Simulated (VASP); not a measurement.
# PbSe (P1) in VASP: single point with PBEsol

Aim: the single point of PbSe with PBEsol.

Program: VASP 6.6.1. These are calculated values, not measurements. Logs are shortened: lines on timing, memory, paths and dates and some standing lists are left out, and cuts for length are marked.

## (1) The cell of the first run

The typed cell holds 2 atoms: a = 4.272 Å, b = 4.378 Å, c = 4.433 Å, α = 59.65°, β = 58.37°, γ = 60.15°.

## (2) Single point, PBEsol (atoms moved at random and the cell strained at random)

INCAR

```
PREC     = Accurate       # precision mode
ENCUT    = 520            # plane-wave cutoff, eV
EDIFF    = 1E-6           # SCF threshold, eV
ISMEAR   = 0              # smearing method
SIGMA    = 0.05           # smearing width, eV
LREAL    = False          # projectors in reciprocal space
LASPH    = True           # aspherical terms in the spheres
NELM     = 60             # most SCF steps
ALGO     = Normal         # electronic algorithm
ISIF     = 2              # what is computed and relaxed
LWAVE    = False          # write WAVECAR
LCHARG   = False          # write CHGCAR
GGA      = PS             # functional
NBANDS   = 17             # bands
```

KPOINTS

```
Automatic mesh
0
Gamma
  10 10 10
```

POSCAR

```
PbSe
1.0
    0.0809632460      3.0711527210      2.9691218830
    3.1361009225     -0.0043176315      3.0544027605
    3.1245259955      3.1448586715      0.0072572955
Pb Se
1 1
Direct
   -0.0077951766      0.0008849991     -0.0186927486
    0.5077951766      0.4991150009      0.5186927486
```

Potentials or basis: VASP PAW PBE potentials, release 64 (Pb_d, Se).

Started as:

```sh
> cat potpaw_PBE.64/Pb_d/POTCAR potpaw_PBE.64/Se/POTCAR > POTCAR
> mpirun -np 1 vasp_std > vasp.out
```

OUTCAR:

```text
PREC = Accurate
   ENCUT = 520
   EDIFF = 1E-6
   ISMEAR = 0
   LREAL = False
   LASPH = True
   NELM = 60
   ISIF = 2
   GGA = PS

 ion  position               nearest neighbor table
   1  0.992  0.001  0.981-   2 2.95   2 2.97   2 2.98   2 3.06   2 3.21   2 3.28
   2  0.508  0.499  0.519-   1 2.95   1 2.97   1 2.98   1 3.06   1 3.21   1 3.28

  LATTYP: Found a triclinic cell.
 ALAT       =     4.4331536663
 B/A-ratio  =     0.9581239885
 C/A-ratio  =     0.9874980152
 COS(alpha) =     0.0267754160
 COS(beta)  =     0.5053506734
 COS(gamma) =     0.5162006657

  Lattice vectors:

 A1 = (  -3.1245259955,  -3.1448586715,  -0.0072572955)
 A2 = (  -3.0435627495,  -0.0737059505,   2.9618645875)
 A3 = (  -3.1361009225,   0.0043176315,  -3.0544027605)

Analysis of symmetry for initial positions (statically):
=====================================================================
 Subroutine PRICEL returns:
 Original cell was already a primitive cell.

 Routine SETGRP: Setting up the symmetry group for a
 triclinic supercell.

 Subroutine GETGRP returns: Found  1 space group operations
 (whereof  1 operations were pure point group operations)
 out of a pool of  2 trial point group operations.

The static configuration has the point symmetry C_1 .

Analysis of symmetry for dynamics (positions and initial velocities):
=====================================================================
 Subroutine PRICEL returns:
 Original cell was already a primitive cell.

 Routine SETGRP: Setting up the symmetry group for a
 triclinic supercell.

 Subroutine GETGRP returns: Found  1 space group operations
 (whereof  1 operations were pure point group operations)
 out of a pool of  2 trial point group operations.

The dynamic configuration has the point symmetry C_1 .

 Subroutine INISYM returns: Found  1 space group operations
 (whereof  1 operations are pure point group operations),
 and found     1 'primitive' translations

----------------------------------------------------------------------------------------

                                     Primitive cell

  volume of cell :      57.7854

  direct lattice vectors                    reciprocal lattice vectors
     0.080963246  3.071152721  2.969121883    -0.166230434  0.164761289  0.170909613
     3.136100922 -0.004317632  3.054402760     0.161202939 -0.160533748  0.161654578
     3.124525995  3.144858672  0.007257296     0.162555815  0.156859129 -0.166682072

  length of vectors
     4.272495622  4.377730446  4.433153666     0.289808446  0.279087216  0.280734915

  position of ions in fractional coordinates (direct lattice)
     0.992204823  0.000884999  0.981307251
     0.507795177  0.499115001  0.518692749

  ion indices of the primitive-cell ions
   primitive index   ion index
                 1           1
                 2           2

----------------------------------------------------------------------------------------

 KPOINTS: Automatic mesh

Automatic generation of k-mesh.
 Grid dimensions read from file:
 generate k-points for:   10   10   10

 Generating k-lattice:

  Cartesian coordinates                     Fractional coordinates (reciprocal lattice)
    -0.016623043  0.016476129  0.017090961     0.100000000  0.000000000  0.000000000
     0.016120294 -0.016053375  0.016165458     0.000000000  0.100000000 -0.000000000
     0.016255581  0.015685913 -0.016668207     0.000000000  0.000000000  0.100000000

  Length of vectors
     0.028980845  0.027908722  0.028073491

  Shift w.r.t. Gamma in fractional coordinates (k-lattice)
     0.000000000  0.000000000  0.000000000

 Subroutine IBZKPT returns following result:
 ===========================================

 Found    504 irreducible k-points:

 Following reciprocal coordinates:
            Coordinates               Weight
  0.000000  0.000000  0.000000      1.000000
  0.100000  0.000000 -0.000000      2.000000
  0.200000  0.000000 -0.000000      2.000000
  0.300000  0.000000 -0.000000      2.000000
  0.400000  0.000000 -0.000000      2.000000
  0.500000  0.000000 -0.000000      1.000000
[... 16 lines left out ...]
 -0.400000  0.200000 -0.000000      2.000000
 -0.300000  0.200000 -0.000000      2.000000
 [... further k-points ...]
   k-points           NKPTS =    504   k-points in BZ     NKDIM =    504   number of bands    NBANDS=     17
   number of dos      NEDOS =    301   number of ions     NIONS =      2
   total plane-waves  NPLWV =  41472
   dimension x,y,z NGX =    32 NGY =   36 NGZ =   36
   dimension x,y,z NGXF=    64 NGYF=   72 NGZF=   72
   ions per type =               1   1
   NGX,Y,Z   is equivalent  to a cutoff of  12.45, 13.67, 13.50 a.u.
   NGXF,Y,Z  is equivalent  to a cutoff of  24.90, 27.34, 27.00 a.u.
 SYSTEM =  unknown system
   PREC   = accura    normal or accurate (medium, high low for compatibility)
   ISTART =      0    job   : 0-new  1-cont  2-samecut
   ICHARG =      2    charge: 1-file 2-atom 10-const
   ISPIN  =      1    spin polarized calculation?
   LNONCOLLINEAR =      F non collinear calculations
   LSORBIT =      F    spin-orbit coupling
   LASPH  =      T    aspherical Exc in radial PAW
   ENCUT  =  520.0 eV  38.22 Ry    6.18 a.u.   7.94  8.14  8.24*2*pi/ulx,y,z
   NELM   =     60;   NELMIN=  2; NELMDL= -5     # of ELM steps
   EDIFF  = 0.1E-05   stopping-criterion for ELM
   LREAL  =      F    real-space projection
   EDIFFG = 0.1E-04   stopping-criterion for IOM
   NSW    =      0    number of steps for IOM
   IBRION =     -1    ionic relax: 0-MD 1-quasi-New 2-CG
   NFREE  =      0    steps in history (QN), initial steepest desc. (CG)
   ISIF   =      2    stress and relaxation
   ISYM   =      2    0-nonsym 1-usesym 2-fastsym
   POTIM  = 0.5000    time-step for ionic-motion
   TEBEG  =    0.0;   TEEND  =   0.0 temperature during run
   PSTRESS=    0.0 pullay stress
   NELECT =      20.0000    total number of electrons
   NUPDOWN=      -1.0000    fix difference up-down
   EMIN   =  10.00;   EMAX   =-10.00  energy-range for DOS
   EFERMI =   0.00;   METHOD = LEGACY
   ISMEAR =     0;   SIGMA  =   0.05  broadening in eV -4-tet -1-fermi 0-gaus
   EFERMI_NEDOS =   21; number of points for ismear=-14 and -15
   IALGO  =     38    algorithm
   IMIX   =      4    mixing-type and parameters
     AMIX     =   0.40;   BMIX     =  1.00
     AMIX_MAG =   1.60;   BMIX_MAG =  1.00
  volume/ion in A,a.u.               =      28.89       194.98
  Fermi-wavevector in a.u.,A,eV,Ry     =   1.149420  2.172089 17.975557  1.321166
  Thomas-Fermi vector in A             =   2.286090
   LORBIT       =      0    0 simple, 1 ext, 2 COOP (PROOUT), +10 PAW based schemes
   GGA     = PS    functional components
   LHFCALC =     F    Hartree Fock is set to
   AEXX    =    0.0000 exact exchange contribution
   IVDW    =     0    specifies the selected vdW correction
   LEPSILON=     F    determine dielectric tensor
   LRPA    =     F    only Hartree local field effects (RPA)
 non-spin polarized calculation
 Gauss-broadening in eV      SIGMA  =   0.05
  energy-cutoff  :      520.00
  volume of cell :       57.79
 maximum number of plane-waves:      1571
   NGX = 15   NGY = 17   NGZ = 17

 number of electron      20.0000000 magnetization

 Free energy of the ion-electron system (eV)
  ---------------------------------------------------
  ext. energy  EPLUGINS =         0.00000000
  ---------------------------------------------------
  free energy    TOTEN  =        -8.88956363 eV

  energy without entropy =       -8.88952680  energy(sigma->0) =       -8.88954522

 E-fermi :   4.9485     XC(G=0):  -9.6749

 val. band max:        4.9158329501   @ k =  -0.0000   0.5000  -0.0000
 cond. band min:       4.9811401066   @ k =   0.5000   0.0000  -0.0000
 fundamental gap:      0.0653071565
 Fermi energy:         4.9484865291

 k-point     1 :       0.0000    0.0000    0.0000
  band No.  band energies     occupation
      1     -11.9102      2.00000
      2     -11.9007      2.00000
      3     -11.8963      2.00000
      4     -11.8920      2.00000
      5     -11.8874      2.00000
      6      -8.7706      2.00000
[... 9 lines left out ...]
     16      11.7866      0.00000
     17      12.8336      0.00000

 k-point     2 :       0.1000    0.0000   -0.0000
  band No.  band energies     occupation
      1     -11.9091      2.00000
      2     -11.8990      2.00000
      3     -11.8952      2.00000
      4     -11.8920      2.00000
      5     -11.8892      2.00000
      6      -8.6900      2.00000
[... 9 lines left out ...]
     16      11.5701      0.00000
     17      13.5235      0.00000

 k-point     3 :       0.2000    0.0000   -0.0000
  band No.  band energies     occupation
      1     -11.9122      2.00000
      2     -11.8994      2.00000
      3     -11.8972      2.00000
      4     -11.8860      2.00000
      5     -11.8849      2.00000
      6      -8.4606      2.00000
[... 9 lines left out ...]
     16      12.0349      0.00000
     17      15.0387      0.00000

 k-point     4 :       0.3000    0.0000   -0.0000
  band No.  band energies     occupation
      1     -11.9202      2.00000
      2     -11.9079      2.00000
      3     -11.8975      2.00000
      4     -11.8745      2.00000
      5     -11.8736      2.00000
      6      -8.1280      2.00000
[... 9 lines left out ...]
     16      12.9718      0.00000
     17      16.5280      0.00000
[... 343 lines left out ...]
      1     -11.9593      2.00000
      2     -11.9101      2.00000
      3     -11.8985      2.00000
      4     -11.8651      2.00000
      5     -11.8561      2.00000
      6      -7.5228      2.00000
[... 9 lines left out ...]
     16      15.5238      0.00000
     17      16.0367      0.00000

 k-point    23 :      -0.4000    0.2000   -0.0000
  band No.  band energies     occupation
      1     -11.9556      2.00000
      2     -11.9135      2.00000
      3     -11.8929      2.00000
      4     -11.8674      2.00000
      5     -11.8599      2.00000
      6      -7.5011      2.00000
[... 9 lines left out ...]
     16      14.1346      0.00000
     17      16.7506      0.00000

 k-point    24 :      -0.3000    0.2000   -0.0000
  band No.  band energies     occupation
      1     -11.9449      2.00000
      2     -11.9135      2.00000
      3     -11.8891      2.00000
      4     -11.8721      2.00000
      5     -11.8688      2.00000
      6      -7.7178      2.00000
[... 9 lines left out ...]
     16      14.3396      0.00000
     17      15.9375      0.00000

 [... further k-points ...]

------------------------ aborting loop because EDIFF is reached ----------------------------------------

  FORCE on cell =-STRESS in cart. coord.  units (eV):
  Direction    XX          YY          ZZ          XY          YZ          ZX
  --------------------------------------------------------------------------------------
  -------------------------------------------------------------------------------------
  Total       -0.4137627     -0.4676268      0.6234594     -0.0590570      0.1633969     -0.1640652
  in kB      -11.4721166    -12.9655715     17.2862363     -1.6374341      4.5303942     -4.5489248
  external PRESSURE =      -2.3838173 kB  Pullay stress =       0.0000000 kB

 VOLUME and BASIS-vectors are now :
 -----------------------------------------------------------------------------
  energy-cutoff  :      520.00
  volume of cell :       57.79
      direct lattice vectors                 reciprocal lattice vectors
     0.080963246  3.071152721  2.969121883    -0.166230434  0.164761289  0.170909613
     3.136100922 -0.004317632  3.054402760     0.161202939 -0.160533748  0.161654578
     3.124525995  3.144858672  0.007257296     0.162555815  0.156859129 -0.166682072

 POSITION                                       TOTAL-FORCE (eV/Angst)
 -----------------------------------------------------------------------------------
      3.14923      6.13328      2.95580         0.045030      0.067103      0.057302
      3.22706      3.18858      3.03597        -0.045030     -0.067103     -0.057302
 -----------------------------------------------------------------------------------
    total drift:                                0.000552      0.000766      0.000220

  FREE ENERGIE OF THE ION-ELECTRON SYSTEM (eV)
  ---------------------------------------------------
  free  energy   TOTEN  =        -8.8895636337 eV

  energy  without entropy=       -8.8895268041  energy(sigma->0) =       -8.88954522
```

It took 4.1 min on 1 thread of AMD EPYC 9R45 (Zen 5), shared host; peak memory 0.57 GiB.

Results:

| Item | Value |
| --- | --- |
| Free energy | -8.8896 eV |
| Pressure | -0.2 GPa |
| Largest force | 0.099 eV/Å |
| Band gap on the k mesh | 0.07 eV, indirect (least direct gap 0.26 eV) |

Forces in eV/Å, atoms in the order of the input:
```
Pb   0.045  0.067  0.057
Se  -0.045 -0.067 -0.057
```

Levels at points of the mesh, in eV from the valence-band top:
```csv
k point,band 7,band 8,band 9,band 10,band 11,band 12,band 13,band 14
"(0.00, 0.00, 0.00)",-6.41,-2.17,-1.91,-1.75,4.18,4.35,4.71,6.28
"(0.50, 0.00, 0.00)",-8.78,-1.80,-1.71,-0.32,0.07,1.45,1.59,8.30
"(0.00, 0.50, 0.00)",-8.97,-1.69,-1.52,0.00,0.26,1.69,1.98,8.22
"(0.50, 0.50, 0.00)",-7.58,-5.09,-3.36,-3.27,3.16,5.31,5.68,6.16
"(0.00, 0.00, 0.50)",-8.89,-1.66,-1.52,-0.31,0.41,1.66,1.81,8.13
"(0.50, 0.00, 0.50)",-7.57,-4.90,-3.45,-3.07,3.48,5.25,5.69,6.01
"(0.00, 0.50, 0.50)",-7.52,-4.98,-3.49,-3.05,3.36,5.19,5.73,6.13
"(0.50, 0.50, 0.50)",-8.85,-1.68,-1.46,-0.41,0.53,1.66,1.78,8.10
```

Caveat: the cell differs from its parent crystal (atoms moved at random and the cell strained at random); the PAW data sets were made with another functional, which shifts forces and pressure a little; spin-orbit coupling is left out, which moves the levels of the heavy elements.
